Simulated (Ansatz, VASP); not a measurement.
Given: the input of a run of Ansatz 0.2.0 on TaN.

Contents of input.yaml:

```yaml
crystal:
  lattice:
    - [2.93800111, 0.0, 0.0]
    - [-1.46900055, 2.5443836, 0.0]
    - [0.0, 0.0, 2.88300221]
  atoms:
    - { symbol: Ta, position: [0.3333333333, 0.6666666667, 0.5] }
    - { symbol: "N", position: [0.0, 0.0, 0.0] }
hamiltonian:
  xc: r2scan
  pseudopotentials: { kind: paw }
kpoints:
  mp_grid: { grid: [10, 10, 9] }
scf:
  occupations: { method: fermi_dirac, width: 0.05 }
output:
  forces: true
  stress: true
  eigenvalues: true
relax:
  f_tol: 0.01
  max_steps: 40
  cell: { stress_tol: 0.05 }
```

Potentials or basis: Ansatz PAW.

Command:

```bash
$ ansatz run input.yaml --threads 2 --pin off --max-ram 5632MiB --backend cpu --events-out ev --progress --plain --runs-dir out
```

Q: Translate it to VASP 6.6.1. Potentials there: VASP PAW PBE potentials, release 64 (Ta_pv, N).

A: As run (the cutoff follows the program's own potentials):

POSCAR

```
TaN
1.0
    2.9380011100      0.0000000000      0.0000000000
   -1.4690005500      2.5443836000      0.0000000000
    0.0000000000      0.0000000000      2.8830022100
Ta N
1 1
Direct
    0.3333333333      0.6666666667      0.5000000000
    0.0000000000      0.0000000000      0.0000000000
```

File INCAR.step1:

```
SYSTEM = TaN
PREC     = Accurate       ! precision mode
ENCUT    = 600            ! plane-wave cutoff, eV
ISMEAR   = -1             ! smearing method
SIGMA    = 0.05           ! smearing width, eV
LREAL    = .False.        ! projectors in reciprocal space
LASPH    = .True.         ! aspherical terms in the spheres
NELM     = 80             ! most SCF steps
GGA      = PE             ! functional
ALGO     = Normal         ! electronic algorithm
EDIFF    = 1E-4           ! SCF threshold, eV
LWAVE    = .True.         ! write WAVECAR
LCHARG   = .False.        ! write CHGCAR
```

Contents of INCAR.step2:

```
SYSTEM = TaN
PREC     = Accurate       ! precision mode
ENCUT    = 600            ! plane-wave cutoff, eV
EDIFF    = 1E-6           ! SCF threshold, eV
ISMEAR   = -1             ! smearing method
SIGMA    = 0.05           ! smearing width, eV
LREAL    = .False.        ! projectors in reciprocal space
LASPH    = .True.         ! aspherical terms in the spheres
NELM     = 80             ! most SCF steps
ALGO     = Normal         ! electronic algorithm
ISIF     = 3              ! what is computed and relaxed
LWAVE    = .False.        ! write WAVECAR
LCHARG   = .False.        ! write CHGCAR
METAGGA  = R2SCAN         ! meta-GGA
LMIXTAU  = .True.       
IBRION   = 2              ! ionic algorithm
NSW      = 60             ! ionic steps
EDIFFG   = -0.01          ! ionic threshold
ISTART   = 1
```

File KPOINTS:

```
Automatic mesh
0
Gamma
  10 10 9
  0 0 0
```

Potentials or basis: VASP PAW PBE potentials, release 64 (Ta_pv, N).

The run is started by

```bash
$ cat potpaw_PBE.64/Ta_pv/POTCAR potpaw_PBE.64/N/POTCAR > POTCAR
$ cp INCAR.step1 INCAR
$ mpirun -np 1 vasp_std > vasp.out
$ cp INCAR.step2 INCAR
$ mpirun -np 1 vasp_std > vasp.out
```

Both were run:

|  | VASP | Ansatz | Ansatz less VASP |
| --- | --- | --- | --- |
| gap on the k mesh at the Fermi level, each at its own relaxed structure (eV) | none | none | - |
| relaxed volume (Å³/atom) | 10.82 | 10.77 | -0.049 |
| relaxed cell length with the largest relative difference (Å) | 2.941 | 2.936 | -0.0047 |

VASP's potentials were made for PBE, not for r2SCAN. A gap of «none» marks a metal or a gap that the smearing closes. VASP's potentials hold 16 valence electrons a cell and Ansatz's 18, so a difference there can come from the potentials and not from the codes.

Spin-orbit coupling is off throughout. Noted on Ansatz's run: the plane-wave basis is chosen anew once the cell has moved, so the energies of steps on either side of that aren't comparable.
